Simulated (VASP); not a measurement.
Here is a VASP 6.6.1 calculation.

INCAR

```
SYSTEM = GaSb
ALGO = Fast
EDIFF = 1E-7
ENCUT = 520
GGA = PE
ISIF = 2
ISMEAR = 0
LASPH = .True.
LCHARG = .False.
LREAL = .False.
LWAVE = .False.
NBANDS = 16
NELM = 80
PREC = Accurate
SIGMA = 0.15
```

The input KPOINTS:

```
k-points
0
Gamma
  16 16 16
  0 0 0
```

Contents of POSCAR:

```
GaSb
1.0
   -2.6366500000      2.6366500000      1.7708000000
    2.6366500000     -2.6366500000      1.7708000000
    2.6366500000      2.6366500000     -1.7708000000
Ga Sb
1 1
Direct
    0.2500000000      0.7500000000      0.5000000000
    0.0000000000      0.0000000000      0.0000000000
```

Potentials or basis: VASP PAW PBE potentials, release 64 (Ga_d, Sb).

The run is started by

```console
$ cat potpaw_PBE.64/Ga_d/POTCAR potpaw_PBE.64/Sb/POTCAR > POTCAR
$ mpirun -np 1 vasp_std > vasp.out
```

(1) Predict the pressure.

(2) Predict the band gap on the k mesh.

Results:

(1) 1.0 GPa.

(2) zero (bands 9 and 10 overlap by 4.73 eV).

Caveat: spin-orbit coupling is left out, which moves the levels of the heavy elements.
